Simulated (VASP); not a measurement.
# SeBr3O (C2/m) in VASP: single point with PBE

Aim: the single point of SeBr3O with PBE.

Program: VASP 6.6.1. These are calculated values, not measurements. Logs are shortened: lines on timing, memory, paths and dates and some standing lists are left out, and cuts for length are marked.

### 1 The cell of the first run

The structure is monoclinic, space group C2/m (No. 12). Conventional cell: a = 17.181 Å, b = 3.933 Å, c = 9.483 Å, α = 90.00°, β = 113.67°, γ = 90.00°. Within 2.5 Å of O (site symmetry m) lie 3 Se at 1.89 to 2.06 Å and 2 O at 2.34 Å. Within 2.5 Å of Se (site symmetry m) lie 3 O at 1.89 to 2.06 Å and 1 Br at 2.48 Å. Within 3.4 Å of Br (site symmetry m) lie 1 Se at 2.56 Å. Within 3.1 Å of Br (site symmetry m) lie 1 Br at 2.35 Å. Br (site symmetry m) has 1 Se at 2.48 Å and 1 Br at 3.14 Å within 3.3 Å.

### 2 Single point, PBE

Contents of INCAR:

```
PREC = Accurate
ENCUT = 520
EDIFF = 1E-7
ISMEAR = 0
SIGMA = 0.0682
LREAL = F
LASPH = T
NELM = 60
ALGO = Normal
ISIF = 2
LWAVE = F
LCHARG = T
GGA = PE
LELF = T
LVHAR = T
NBANDS = 44
```

Contents of KPOINTS:

```
regular mesh
0
Gamma
  5 5 2
```

Contents of POSCAR:

```
SeBr3O
1.0
   -0.0000001145      3.9327570000     -0.0000000502
    8.5903960572     -1.9663782500      0.0000000251
    3.8070830000      0.0000000000     -8.6851440000
O Se Br
2 2 6
Direct
    0.7216450965      0.4432901930      0.5678901904
    0.2783549035      0.5567098070      0.4321098096
    0.1929943712      0.3859887425      0.6337865920
    0.8070056288      0.6140112575      0.3662134080
    0.2735551598      0.5471103195      0.8099019479
    0.7264448402      0.4528896805      0.1900980521
    0.5736012978      0.1472025956      0.9677359204
    0.4263987022      0.8527974044      0.0322640796
    0.0615980879      0.1231961758      0.5853492697
    0.9384019121      0.8768038242      0.4146507303
```

Potentials or basis: VASP PAW PBE potentials, release 64 (O, Se, Br).

Run with:

```
> cat potpaw_PBE.64/O/POTCAR potpaw_PBE.64/Se/POTCAR potpaw_PBE.64/Br/POTCAR > POTCAR
> mpirun -np 1 vasp_std > vasp.out
```

OUTCAR:

```text
PREC = Accurate
   ENCUT = 520
   EDIFF = 1E-7
   ISMEAR = 0
   LREAL = F
   LASPH = T
   NELM = 60
   ISIF = 2
   GGA = PE

 ion  position               nearest neighbor table
   1  0.722  0.443  0.568-   4 1.89   3 2.06   3 2.06
   2  0.278  0.557  0.432-   3 1.89   4 2.06   4 2.06
   3  0.193  0.386  0.634-   2 1.89   1 2.06   1 2.06   9 2.48   5 2.56
   4  0.807  0.614  0.366-   1 1.89   2 2.06   2 2.06  10 2.48   6 2.56
   5  0.274  0.547  0.810-   3 2.56
   6  0.726  0.453  0.190-   4 2.56
   7  0.574  0.147  0.968-   8 2.35
   8  0.426  0.853  0.032-   7 2.35
   9  0.062  0.123  0.585-   3 2.48
  10  0.938  0.877  0.415-   4 2.48

  LATTYP: Found a base centered monoclinic cell.
 ALAT       =    17.1807919999
 B/A-ratio  =     0.2289042903
 C/A-ratio  =     0.5519484392
 COS(beta)  =    -0.4014677421

  Lattice vectors:

 A1 = (  -8.5903959427,  -1.9663787500,   0.0000000251)
 A2 = (  -8.5903960572,   1.9663782500,  -0.0000000251)
 A3 = (   3.8070830000,   0.0000000000,  -8.6851440000)

Analysis of symmetry for initial positions (statically):
=====================================================================
 Subroutine PRICEL returns:
 Original cell was already a primitive cell.

 Routine SETGRP: Setting up the symmetry group for a
 base centered monoclinic supercell.

 Subroutine GETGRP returns: Found  4 space group operations
 (whereof  4 operations were pure point group operations)
 out of a pool of  4 trial point group operations.

The static configuration has the point symmetry C_2h.

Analysis of symmetry for dynamics (positions and initial velocities):
=====================================================================
 Subroutine PRICEL returns:
 Original cell was already a primitive cell.

 Routine SETGRP: Setting up the symmetry group for a
 base centered monoclinic supercell.

 Subroutine GETGRP returns: Found  4 space group operations
 (whereof  4 operations were pure point group operations)
 out of a pool of  4 trial point group operations.

The dynamic configuration has the point symmetry C_2h.

 Subroutine INISYM returns: Found  4 space group operations
 (whereof  4 operations are pure point group operations),
 and found     1 'primitive' translations

----------------------------------------------------------------------------------------

                                     Primitive cell

  volume of cell :     293.4184

  direct lattice vectors                    reciprocal lattice vectors
    -0.000000114  3.932757000 -0.000000050     0.058204527  0.254274548  0.025513620
     8.590396057 -1.966378250  0.000000025     0.116409069  0.000000004  0.051027247
     3.807083000  0.000000000 -8.685144000     0.000000000 -0.000000001 -0.115139139

  length of vectors
     3.932757000  8.812578955  9.482911329     0.262095894  0.127101736  0.115139139

  position of ions in fractional coordinates (direct lattice)
     0.721645096  0.443290193  0.567890190
     0.278354904  0.556709807  0.432109810
     0.192994371  0.385988742  0.633786592
     0.807005629  0.614011258  0.366213408
     0.273555160  0.547110319  0.809901948
     0.726444840  0.452889681  0.190098052
     0.573601298  0.147202596  0.967735920
     0.426398702  0.852797404  0.032264080
     0.061598088  0.123196176  0.585349270
     0.938401912  0.876803824  0.414650730

  ion indices of the primitive-cell ions
   primitive index   ion index
                 1           1
                 2           2
                 3           3
                 4           4
                 5           5
                 6           6
                 7           7
                 8           8
                 9           9
                10          10

----------------------------------------------------------------------------------------

 KPOINTS: regular mesh

Automatic generation of k-mesh.
 Grid dimensions read from file:
 generate k-points for:    5    5    2

 Generating k-lattice:

  Cartesian coordinates                     Fractional coordinates (reciprocal lattice)
     0.011640905  0.050854910  0.005102724     0.200000000  0.000000000  0.000000000
     0.023281814  0.000000001  0.010205449    -0.000000000  0.200000000  0.000000000
     0.000000000 -0.000000001 -0.057569569     0.000000000  0.000000000  0.500000000

  Length of vectors
     0.052419179  0.025420347  0.057569569

  Shift w.r.t. Gamma in fractional coordinates (k-lattice)
     0.000000000  0.000000000  0.000000000

 Subroutine IBZKPT returns following result:
 ===========================================

 Found     18 irreducible k-points:

 Following reciprocal coordinates:
            Coordinates               Weight
  0.000000  0.000000  0.000000      1.000000
  0.200000  0.000000 -0.000000      4.000000
  0.400000  0.000000  0.000000      4.000000
  0.000000  0.200000  0.000000      2.000000
  0.200000  0.200000  0.000000      4.000000
  0.400000  0.200000  0.000000      4.000000
[... 10 lines left out ...]
  0.000000  0.400000  0.500000      2.000000
  0.200000  0.400000  0.500000      2.000000
   k-points           NKPTS =     18   k-points in BZ     NKDIM =     18   number of bands    NBANDS=     44
   number of dos      NEDOS =    301   number of ions     NIONS =     10
   total plane-waves  NPLWV = 151200
   dimension x,y,z NGX =    30 NGY =   70 NGZ =   72
   dimension x,y,z NGXF=    60 NGYF=  140 NGZF=  144
   ions per type =               2   2   6
   NGX,Y,Z   is equivalent  to a cutoff of  12.68, 13.21, 12.62 a.u.
   NGXF,Y,Z  is equivalent  to a cutoff of  25.36, 26.41, 25.24 a.u.
 SYSTEM =  unknown system
   PREC   = accura    normal or accurate (medium, high low for compatibility)
   ISTART =      0    job   : 0-new  1-cont  2-samecut
   ICHARG =      2    charge: 1-file 2-atom 10-const
   ISPIN  =      1    spin polarized calculation?
   LNONCOLLINEAR =      F non collinear calculations
   LSORBIT =      F    spin-orbit coupling
   LASPH  =      T    aspherical Exc in radial PAW
   ENCUT  =  520.0 eV  38.22 Ry    6.18 a.u.   7.31 16.39 17.63*2*pi/ulx,y,z
   NELM   =     60;   NELMIN=  2; NELMDL= -5     # of ELM steps
   EDIFF  = 0.1E-06   stopping-criterion for ELM
   LREAL  =      F    real-space projection
   EDIFFG = 0.1E-05   stopping-criterion for IOM
   NSW    =      0    number of steps for IOM
   IBRION =     -1    ionic relax: 0-MD 1-quasi-New 2-CG
   NFREE  =      0    steps in history (QN), initial steepest desc. (CG)
   ISIF   =      2    stress and relaxation
   ISYM   =      2    0-nonsym 1-usesym 2-fastsym
   POTIM  = 0.5000    time-step for ionic-motion
   TEBEG  =    0.0;   TEEND  =   0.0 temperature during run
   PSTRESS=    0.0 pullay stress
   NELECT =      66.0000    total number of electrons
   NUPDOWN=      -1.0000    fix difference up-down
   EMIN   =  10.00;   EMAX   =-10.00  energy-range for DOS
   EFERMI =   0.00;   METHOD = LEGACY
   ISMEAR =     0;   SIGMA  =   0.07  broadening in eV -4-tet -1-fermi 0-gaus
   EFERMI_NEDOS =   21; number of points for ismear=-14 and -15
   IALGO  =     38    algorithm
   IMIX   =      4    mixing-type and parameters
     AMIX     =   0.40;   BMIX     =  1.00
     AMIX_MAG =   1.60;   BMIX_MAG =  1.00
  volume/ion in A,a.u.               =      29.34       198.01
  Fermi-wavevector in a.u.,A,eV,Ry     =   0.995620  1.881449 13.486906  0.991260
  Thomas-Fermi vector in A             =   2.127653
   LORBIT       =      0    0 simple, 1 ext, 2 COOP (PROOUT), +10 PAW based schemes
   GGA     = PE    functional components
   LHFCALC =     F    Hartree Fock is set to
   AEXX    =    0.0000 exact exchange contribution
   IVDW    =     0    specifies the selected vdW correction
   LEPSILON=     F    determine dielectric tensor
   LRPA    =     F    only Hartree local field effects (RPA)
 non-spin polarized calculation
 Gauss-broadening in eV      SIGMA  =   0.07
  energy-cutoff  :      520.00
  volume of cell :      293.42
 maximum number of plane-waves:      7948
 NGX is ok and might be reduce to    30
   NGX = 15   NGY = 33   NGZ = 35

 number of electron      65.9999991 magnetization

 Free energy of the ion-electron system (eV)
  ---------------------------------------------------
  ext. energy  EPLUGINS =         0.00000000
  ---------------------------------------------------
  free energy    TOTEN  =       -27.34256547 eV

  energy without entropy =      -27.34256537  energy(sigma->0) =      -27.34256542

 E-fermi :   0.1541     XC(G=0):  -7.8433

 val. band max:       -0.0793365273   @ k =  -0.4000   0.2000   0.5000
 cond. band min:       0.3742908324   @ k =  -0.4000   0.2000   0.5000
 fundamental gap:      0.4536273596
 Fermi energy:         0.1541345301

 k-point     1 :       0.0000    0.0000    0.0000
  band No.  band energies     occupation
      1     -22.1163      2.00000
      2     -18.7355      2.00000
      3     -15.9014      2.00000
      4     -15.4541      2.00000
      5     -14.1996      2.00000
      6     -13.6325      2.00000
[... 36 lines left out ...]
     43       7.3116      0.00000
     44       7.9619      0.00000

 k-point     2 :       0.2000    0.0000   -0.0000
  band No.  band energies     occupation
      1     -21.8441      2.00000
      2     -19.0228      2.00000
      3     -15.8666      2.00000
      4     -15.6815      2.00000
      5     -14.2613      2.00000
      6     -13.6197      2.00000
[... 36 lines left out ...]
     43       8.1957      0.00000
     44       8.3562      0.00000

 k-point     3 :       0.4000    0.0000    0.0000
  band No.  band energies     occupation
      1     -21.0679      2.00000
      2     -19.9639      2.00000
      3     -15.7969      2.00000
      4     -15.4740      2.00000
      5     -14.7123      2.00000
      6     -13.6273      2.00000
[... 694 lines left out ...]
     43       7.6956      0.00000
     44       7.9378      0.00000

 k-point    18 :       0.2000    0.4000    0.5000
  band No.  band energies     occupation
      1     -21.8440      2.00000
      2     -19.0227      2.00000
      3     -15.8594      2.00000
      4     -15.7120      2.00000
      5     -14.0888      2.00000
      6     -13.8128      2.00000
[... 36 lines left out ...]
     43       8.3139      0.00000
     44       8.4684      0.00000

------------------------ aborting loop because EDIFF is reached ----------------------------------------

  FORCE on cell =-STRESS in cart. coord.  units (eV):
  Direction    XX          YY          ZZ          XY          YZ          ZX
  --------------------------------------------------------------------------------------
  -------------------------------------------------------------------------------------
  Total        1.0273544      5.2848409     -0.2110523     -0.0000001     -0.0000001     -1.1352895
  in kB        5.6097503     28.8572660     -1.1524267     -0.0000008     -0.0000006     -6.1991177
  external PRESSURE =      11.1048632 kB  Pullay stress =       0.0000000 kB

 VOLUME and BASIS-vectors are now :
 -----------------------------------------------------------------------------
  energy-cutoff  :      520.00
  volume of cell :      293.42
      direct lattice vectors                 reciprocal lattice vectors
    -0.000000114  3.932757000 -0.000000050     0.058204527  0.254274548  0.025513620
     8.590396057 -1.966378250  0.000000025     0.116409069  0.000000004  0.051027247
     3.807083000  0.000000000 -8.685144000     0.000000000 -0.000000001 -0.115139139

 POSITION                                       TOTAL-FORCE (eV/Angst)
 -----------------------------------------------------------------------------------
      5.97004      1.96638     -4.93221        -0.016138     -0.000000     -0.053985
      6.42744      0.00000     -3.75294         0.016138      0.000000      0.053985
      5.72867      0.00000     -5.50453        -0.031466     -0.000000     -0.083169
      6.66880      1.96638     -3.18062         0.031466      0.000000      0.083169
      7.78326      0.00000     -7.03412         0.006310      0.000000     -0.003238
      4.61422      1.96638     -1.65103        -0.006310     -0.000000      0.003238
      4.94878      1.96638     -8.40493         0.002675      0.000000      0.002356
      7.44870      0.00000     -0.28022        -0.002675     -0.000000     -0.002356
      3.28678      0.00000     -5.08384        -0.008588     -0.000000     -0.000950
      9.11070      1.96638     -3.60130         0.008588      0.000000      0.000950
 -----------------------------------------------------------------------------------
    total drift:                               -0.000000     -0.000000      0.000000

  FREE ENERGIE OF THE ION-ELECTRON SYSTEM (eV)
  ---------------------------------------------------
  free  energy   TOTEN  =       -27.3425654690 eV

  energy  without entropy=      -27.3425653704  energy(sigma->0) =      -27.34256542
```

Run time: 8 min. Hardware: 1 thread of Oxide Virtual Turin-like, shared host; peak memory 0.47 GiB.

Results:

```
Free energy            : -27.3426 eV
Pressure               : 1.1 GPa
Largest force          : 0.089 eV/Å
Band gap on the k mesh : 0.45 eV, direct
```

Forces on the atoms (eV/Å):
```
O   -0.016  0.000 -0.054
O    0.016  0.000  0.054
Se  -0.031  0.000 -0.083
Se   0.031  0.000  0.083
Br   0.006  0.000 -0.003
Br  -0.006  0.000  0.003
Br   0.003  0.000  0.002
Br  -0.003  0.000 -0.002
Br  -0.009  0.000 -0.001
Br   0.009  0.000  0.001
```

Levels at points of the mesh, in eV from the valence-band top:
```tsv
k point	band 30	band 31	band 32	band 33	band 34	band 35	band 36	band 37
(0.00, 0.00, 0.00)	-0.33	-0.13	-0.09	-0.07	1.42	1.77	2.07	2.70
(0.00, 0.00, 0.50)	-0.36	-0.14	-0.07	-0.02	1.43	1.83	2.40	2.64
```

A k mesh can miss the band edges.
